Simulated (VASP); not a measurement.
# Y (P6_3/mmc) in VASP: vibrations by perturbation theory with LDA

Aim: the vibrations by perturbation theory of Y with LDA.

All numbers are computed with VASP 6.6.1; they aren't measurements. Logs are shortened: lines on timing, memory, paths and dates and some standing lists are left out, and cuts for length are marked.

### 1 The cell of the first run

Symmetry: P6_3/mmc, No. 194, hexagonal system. The conventional cell has a = 3.538 Å, b = 3.538 Å, c = 5.549 Å, α = 90.00°, β = 90.00°, γ = 120.00°. Within 4.5 Å of Y (site symmetry -6m2) lie 12 Y at 3.45 to 3.54 Å.

### 2 Vibrations by perturbation theory, LDA

INCAR

```
SYSTEM = Y
ALGO = Fast
EDIFF = 1E-8
ENCUT = 520
IBRION = 8
ISIF = 2
ISMEAR = -1
LASPH = .True.
LCHARG = .False.
LREAL = .False.
LWAVE = .False.
NELM = 60
NSW = 1
PREC = Accurate
SIGMA = 0.15
```

KPOINTS

```
k-points
0
Gamma
  12 12 6
  0 0 0
```

POSCAR

```
Y
1.0
    3.5382468526      0.0000000028      0.0000000000
   -1.7691234287      3.0642116579      0.0000000000
    0.0000000000      0.0000000000      5.5492546426
Y
2
Direct
    0.3333333333      0.6666666667      0.2500000000
    0.6666666667      0.3333333333      0.7500000000
```

Potentials or basis: VASP PAW LDA potentials, release 64 (Y_sv).

The run is started by

```
$ cat potpaw_LDA.64/Y_sv/POTCAR > POTCAR
$ mpirun -np 1 vasp_std > vasp.out
```

OUTCAR:

```text
SYSTEM = Y
   EDIFF = 1E-8
   ENCUT = 520
   IBRION = 8
   ISIF = 2
   ISMEAR = -1
   LASPH = .True.
   LREAL = .False.
   NELM = 60
   NSW = 1
   PREC = Accurate

 ion  position               nearest neighbor table
   1  0.333  0.667  0.250-   2 3.45   2 3.45   2 3.45   2 3.45   2 3.45   2 3.45
   2  0.667  0.333  0.750-   1 3.45   1 3.45   1 3.45   1 3.45   1 3.45   1 3.45

  LATTYP: Found a hexagonal cell.
 ALAT       =     3.5382468526
 C/A-ratio  =     1.5683627722

  Lattice vectors:

 A1 = (   3.5382468526,   0.0000000028,   0.0000000000)
 A2 = (  -1.7691234287,   3.0642116579,   0.0000000000)
 A3 = (   0.0000000000,   0.0000000000,   5.5492546426)

Analysis of symmetry for initial positions (statically):
=====================================================================
 Subroutine PRICEL returns:
 Original cell was already a primitive cell.

 Routine SETGRP: Setting up the symmetry group for a
 hexagonal supercell.

 Subroutine GETGRP returns: Found 24 space group operations
 (whereof 12 operations were pure point group operations)
 out of a pool of 24 trial point group operations.

The static configuration has the point symmetry D_3d.
 The point group associated with its full space group is D_6h.

Analysis of symmetry for dynamics (positions and initial velocities):
=====================================================================
 Subroutine PRICEL returns:
 Original cell was already a primitive cell.

 Routine SETGRP: Setting up the symmetry group for a
 hexagonal supercell.

 Subroutine GETGRP returns: Found 24 space group operations
 (whereof 12 operations were pure point group operations)
 out of a pool of 24 trial point group operations.

The dynamic configuration has the point symmetry D_3d.
 The point group associated with its full space group is D_6h.

 Subroutine INISYM returns: Found 24 space group operations
 (whereof 12 operations are pure point group operations),
 and found     1 'primitive' translations

----------------------------------------------------------------------------------------

                                     Primitive cell

  volume of cell :      60.1647

  direct lattice vectors                    reciprocal lattice vectors
     3.538246853  0.000000003  0.000000000     0.282625843  0.163174107  0.000000000
    -1.769123429  3.064211658  0.000000000    -0.000000000  0.326348213  0.000000000
     0.000000000  0.000000000  5.549254643     0.000000000  0.000000000  0.180204381

  length of vectors
     3.538246853  3.538246853  5.549254643     0.326348213  0.326348213  0.180204381

  position of ions in fractional coordinates (direct lattice)
     0.333333333  0.666666667  0.250000000
     0.666666667  0.333333333  0.750000000

  ion indices of the primitive-cell ions
   primitive index   ion index
                 1           1
                 2           2

----------------------------------------------------------------------------------------

 KPOINTS: k-points

Automatic generation of k-mesh.
 Grid dimensions read from file:
 generate k-points for:   12   12    6

 Generating k-lattice:

  Cartesian coordinates                     Fractional coordinates (reciprocal lattice)
     0.023552154  0.013597842  0.000000000     0.083333333  0.000000000  0.000000000
    -0.000000000  0.027195684  0.000000000    -0.000000000  0.083333333  0.000000000
     0.000000000  0.000000000  0.030034064     0.000000000  0.000000000  0.166666667

  Length of vectors
     0.027195684  0.027195684  0.030034064

  Shift w.r.t. Gamma in fractional coordinates (k-lattice)
[... 89 lines left out ...]
   NGX = 13   NGY = 13   NGZ = 21

--------------------------------------- Ionic step        1  -------------------------------------------

 number of electron      22.0000000 magnetization

 Free energy of the ion-electron system (eV)
  ---------------------------------------------------
  ext. energy  EPLUGINS =         0.00000000
  ---------------------------------------------------
  free energy    TOTEN  =       -14.02075953 eV

  energy without entropy =      -13.78336268  energy(sigma->0) =      -13.90206111

 E-fermi :   3.2706     XC(G=0):  -9.9887

 val. band max:        3.2651509113   @ k =   0.1667   0.1667   0.0000
 cond. band min:       3.2764470261   @ k =   0.3333   0.2500   0.3333
 fundamental gap:      0.0112961148
 Fermi energy:         3.2706258434

 k-point     1 :       0.0000    0.0000    0.0000
  band No.  band energies     occupation
      1     -38.9762      2.00000
      2     -38.8660      2.00000
      3     -19.5074      2.00000
      4     -18.8533      2.00000
      5     -18.8533      2.00000
      6     -18.7338      2.00000
      7     -18.7338      2.00000
      8     -18.6966      2.00000
      9      -1.5352      2.00000
     10       1.2578      2.00000
     11       4.5308      0.00045
     12       5.0403      0.00002
     13       5.0403      0.00002
     14       5.3735      0.00000
[... 401 lines left out ...]
      2     -38.8540      2.00000
      3     -19.3412      2.00000
      4     -19.1815      2.00000
      5     -19.1192      2.00000
      6     -18.9627      2.00000
      7     -18.8156      2.00000
      8     -18.8019      2.00000
      9       0.6511      2.00000
     10       2.2404      1.99792
     11       2.7198      1.95040
     12       3.4984      0.35942
     13       4.6486      0.00020
     14       5.1232      0.00001
     15       5.1433      0.00001

 [... further k-points ...]
[... 5 lines left out ...]
  --------------------------------------------------------------------------------------
  -------------------------------------------------------------------------------------
  Total       -0.0553616     -0.0553616     -0.0488610     -0.0000000      0.0000000      0.0000000
  in kB       -1.4742720     -1.4742720     -1.3011631     -0.0000000      0.0000000      0.0000000
  external PRESSURE =      -1.4165691 kB  Pullay stress =       0.0000000 kB

 VOLUME and BASIS-vectors are now :
 -----------------------------------------------------------------------------
  energy-cutoff  :      520.00
  volume of cell :       60.16
      direct lattice vectors                 reciprocal lattice vectors
     3.538246853  0.000000003  0.000000000     0.282625843  0.163174107  0.000000000
    -1.769123429  3.064211658  0.000000000    -0.000000000  0.326348213  0.000000000
     0.000000000  0.000000000  5.549254643     0.000000000  0.000000000  0.180204381

 POSITION                                       TOTAL-FORCE (eV/Angst)
 -----------------------------------------------------------------------------------
     -0.00000      2.04281      1.38731         0.000000      0.000000      0.000000
      1.76912      1.02140      4.16194        -0.000000     -0.000000      0.000000
 -----------------------------------------------------------------------------------
    total drift:                               -0.000000      0.000000     -0.000000

  FREE ENERGIE OF THE ION-ELECTRON SYSTEM (eV)
  ---------------------------------------------------
  free  energy   TOTEN  =       -14.0207595309 eV

  energy  without entropy=      -13.7833626796  energy(sigma->0) =      -13.90206111

[... ionic steps 2 to 3 ...]

--------------------------------------- Ionic step        4  -------------------------------------------

------------------------ aborting loop because EDIFF is reached ----------------------------------------

[... ionic steps 5 to 5 ...]

--------------------------------------- Ionic step        6  -------------------------------------------

 Free energy of the ion-electron system (eV)
  ---------------------------------------------------
  ---------------------------------------------------
  free energy    TOTEN  =        -0.30058515 eV

  energy without entropy =       -0.30058516

------------------------ aborting loop because EDIFF is reached ----------------------------------------

 INTERNAL STRAIN TENSOR  FOR ION    1  DIRECTION 3   (eV/Angst):
 -----------------------------------------------------------------------------
     0.00243  0.00000  0.00000
     0.00000  0.00243 -0.00000
    -0.00000  0.00000 -0.00988

 INTERNAL STRAIN TENSOR FOR ION    2 for displacements in x,y,z  (eV/Angst):
          X           Y           Z          XY          YZ          ZX
  --------------------------------------------------------------------------------
  x    -0.00000     0.00000    -0.00000     1.45141     0.00000     0.00000
  y     1.45141    -1.45141     0.00000     0.00000     0.00000     0.00000
  z    -0.00000    -0.00000     0.00000     0.00000    -0.00000    -0.00000

 SECOND DERIVATIVES (NOT SYMMETRIZED)
 ------------------------------------
               1X          1Y          1Z          2X          2Y          2Z
  1X    -1.161239   -0.000000    0.000000    1.161239    0.000000    0.000000
  1Y    -0.000000   -1.161239    0.000000    0.000000    1.161239    0.000000
  1Z     0.000000   -0.000000   -3.574595   -0.000000    0.000000    3.574595
  2X     1.161239    0.000000    0.000000   -1.161239   -0.000000    0.000000
  2Y     0.000000    1.161239    0.000000   -0.000000   -1.161239    0.000000
  2Z    -0.000000    0.000000    3.574595    0.000000   -0.000000   -3.574595

 Eigenvectors and eigenvalues of the dynamical matrix
 ----------------------------------------------------

   1 f  =    4.433162 THz    27.854380 2PiTHz  147.874376 cm-1    18.334078 meV
             X         Y         Z           dx          dy          dz
     -0.000000  2.042808  1.387314    -0.000000    0.000000    0.707107
      1.769123  1.021404  4.161941     0.000000    0.000000   -0.707107
[... 16 lines left out ...]
   5 f  =    0.000000 THz     0.000000 2PiTHz    0.000001 cm-1     0.000000 meV
             X         Y         Z           dx          dy          dz
     -0.000000  2.042808  1.387314    -0.000003    0.662923    0.246036
      1.769123  1.021404  4.161941    -0.000003    0.662923    0.246036

   6 f/i=    0.000000 THz     0.000000 2PiTHz    0.000002 cm-1     0.000000 meV
             X         Y         Z           dx          dy          dz
     -0.000000  2.042808  1.387314    -0.000000    0.246036   -0.662923
      1.769123  1.021404  4.161941    -0.000000    0.246036   -0.662923

--------------------------------------------------------------------------------------------------------

 ELASTIC MODULI CONTR FROM IONIC RELAXATION (kBar)
 Direction    XX          YY          ZZ          XY          YZ          ZX
 --------------------------------------------------------------------------------
 XX         -48.3090     48.3090     -0.0000     -0.0000     -0.0000     -0.0000
 YY          48.3090    -48.3090      0.0000     -0.0000     -0.0000     -0.0000
 ZZ          -0.0000      0.0000     -0.0000      0.0000      0.0000      0.0000
 XY          -0.0000     -0.0000      0.0000    -48.3090      0.0000      0.0000
 YZ          -0.0000     -0.0000      0.0000      0.0000     -0.0000     -0.0000
 ZX          -0.0000     -0.0000      0.0000      0.0000     -0.0000     -0.0000
 --------------------------------------------------------------------------------
```

It took 27 min on 1 thread of Oxide Virtual Turin-like, shared host; peak memory 0.6 GiB.

Results:

```
Highest phonon frequency at Γ : 148 cm⁻¹
```

Phonon frequencies in cm⁻¹ (negative: imaginary):
| q point | frequencies |
| --- | --- |
| (0.000, 0.000, 0.000) | 0 0 0 84 84 148 |
